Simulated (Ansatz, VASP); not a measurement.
## Na2Nb in VASP and in Ansatz

```
Na Nb
1.0
     0.00000    4.02671    4.02671
     4.02671    0.00000    4.02671
     4.02671    4.02671    0.00000
Na Nb
4 2
Direct
  0.62500 0.62500 0.62500
  0.12500 0.62500 0.62500
  0.62500 0.62500 0.12500
  0.62500 0.12500 0.62500
  0.00000 0.00000 0.00000
  0.25000 0.25000 0.25000
```

Alike in both runs: functional PBE; k mesh 4 × 4 × 4; occupations gaussian, width 0.1 eV; no spin polarisation.

Ansatz relaxed the structure, and its values are those at the end. VASP's run is a single point on that final structure, the one shown.

|  | VASP | Ansatz |
| --- | --- | --- |
| version | VASP 6.6.1 | Ansatz 0.2.0 |
| potentials or method | VASP PAW PBE potentials, release 64 (Na_pv, Nb_sv), cutoff 520 eV | scalar-relativistic, plane waves, PAW |
| valence electrons in the cell | 54 | 62 |

|  | VASP | Ansatz | Ansatz less VASP |
| --- | --- | --- | --- |
| gap on the k mesh at the Fermi level (eV) | none | none | - |
| pressure (GPa) | 0.1 | 0.1 | +0.01 |

A gap of «none» marks a metal or a gap that the smearing closes. VASP's potentials hold 54 valence electrons a cell and Ansatz's 62, so a difference there can come from the potentials and not from the codes.
